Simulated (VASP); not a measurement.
Write the native input for VASP 6.6.1 that does the following.

```
Task                            : G0W0 quasiparticle levels
Functional                      : PBE
Potentials or basis             : VASP PAW PBE potentials, release 64 (Ba_sv_GW, F_GW)
Cutoff                          : 500 eV
k mesh                          : 6 × 6 × 6
Occupations                     : gaussian, width 0.01 eV
Spin                            : no spin polarisation
Dipole correction               : no
GW scheme                       : G0W0
GW iterations                   : 1
Cutoff of the response function : 100
Frequency points                : 48
Empty bands                     : 134
Further INCAR settings          : ALGO = EVGW0; EDIFF = 1e-08; NBANDS = 146
```

The system is BaF2.

```
Ba F
1.0
     0.00000    3.09716    3.09716
     3.09716    0.00000    3.09716
     3.09716    3.09716    0.00000
Ba F
1 2
Direct
  0.00000 0.00000 0.00000
  0.25000 0.25000 0.25000
  0.75000 0.75000 0.75000
```

These files were run (other wordings do the same):

POSCAR

```
BaF2
1.0
    0.0000000000      3.0971637718      3.0971637718
    3.0971637718      0.0000000000      3.0971637718
    3.0971637718      3.0971637718      0.0000000000
Ba F
1 2
Direct
    0.0000000000      0.0000000000      0.0000000000
    0.2500000000      0.2500000000      0.2500000000
    0.7500000000      0.7500000000      0.7500000000
```

INCAR.step1

```
PREC = Accurate
ENCUT = 500
EDIFF = 1E-8
ISMEAR = 0
SIGMA = 0.01
LREAL = False
LASPH = True
NELM = 80
ALGO = Normal
LWAVE = True
LCHARG = False
GGA = PE
```

INCAR.step2

```
PREC = Accurate
ENCUT = 500
EDIFF = 1E-8
ISMEAR = 0
SIGMA = 0.01
LREAL = False
LASPH = True
NELM = 1
ALGO = Exact
LWAVE = True
LCHARG = False
GGA = PE
NBANDS = 146
LOPTICS = True
ISTART = 1
```

INCAR.step3

```
PREC = Accurate
ENCUT = 500
EDIFF = 1E-8
ISMEAR = 0
SIGMA = 0.01
LREAL = False
LASPH = True
ALGO = EVGW0
LWAVE = False
LCHARG = False
GGA = PE
NELMGW = 1
NBANDS = 146
ENCUTGW = 100.0
NOMEGA = 48
PRECFOCK = Fast
ISTART = 1
NBANDSGW = 20
```

KPOINTS

```
Automatic mesh
0
Gamma
  6 6 6
```

Potentials or basis: VASP PAW PBE potentials, release 64 (Ba_sv_GW, F_GW).

Launch:

```sh
$ cat potpaw_PBE.64/Ba_sv_GW/POTCAR potpaw_PBE.64/F_GW/POTCAR > POTCAR
$ cp INCAR.step1 INCAR
$ mpirun -np 1 vasp_std > vasp.out
$ cp INCAR.step2 INCAR
$ mpirun -np 1 vasp_std > vasp.out
$ cp INCAR.step3 INCAR
$ mpirun -np 1 vasp_std > vasp.out
```

It gave:

* Band gap on the k mesh, mean-field level: 6.86 eV, indirect (least direct gap 6.94 eV)
* Quasiparticle gap: 9.48 eV
* Least direct quasiparticle gap: 9.57 eV

Caveat: bands, screening cutoff and mesh are small and nothing is extrapolated, so the quasiparticle values aren't converged; spin-orbit coupling is left out, which moves the levels of the heavy elements.

Run time: 24 min on 1 thread of AMD EPYC 9R45 96-Core Processor (Zen 5), on a shared host, peak memory 1.1 GiB.
